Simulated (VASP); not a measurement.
Here is a VASP 6.6.1 calculation.

File INCAR:

```
SYSTEM = TaN
PREC = Accurate ; ENCUT = 520
EDIFF = 1E-6 ; ISMEAR = -1
SIGMA = 0.03 ; LREAL = .False.
LASPH = .True. ; NELM = 60
ALGO = Normal ; ISIF = 2
LWAVE = .False. ; LCHARG = .True.
LELF = .True. ; LVHAR = .True.
NBANDS = 24
```

Contents of KPOINTS:

```
regular mesh
0
Gamma
  9 9 5
  0 0 0
```

Contents of POSCAR:

```
TaN
1.0
    3.0805011014      0.0000000000      0.0000000000
   -1.5402505508      2.6677922103      0.0000000000
    0.0000000000      0.0000000000      4.9400000000
Ta N
2 2
Direct
    0.3333333333      0.6666666667      0.0000000000
    0.6666666667      0.3333333333      0.5000000000
    0.3333333333      0.6666666667      0.3850000000
    0.6666666667      0.3333333333      0.8850000000
```

Potentials or basis: VASP PAW LDA potentials, release 64 (Ta_pv, N).

Command:

```bash
$ cat potpaw_LDA.64/Ta_pv/POTCAR potpaw_LDA.64/N/POTCAR > POTCAR
$ mpirun -np 1 vasp_std > vasp.out
```

(1) Estimate the largest force.

(2) Predict the band gap on the k mesh.

Results:

(1) 1.687 eV/Å.

(2) zero (band 16 reaches 9.91 eV, above the bottom of band 17 at 7.81 eV).

Caveat: the cell differs from its parent crystal (equal xx and yy strain of +1 %); spin-orbit coupling is left out, which moves the levels of the heavy elements; forces of over 1 eV/Å act on the atoms, so gaps and moduli don't describe the material at rest.
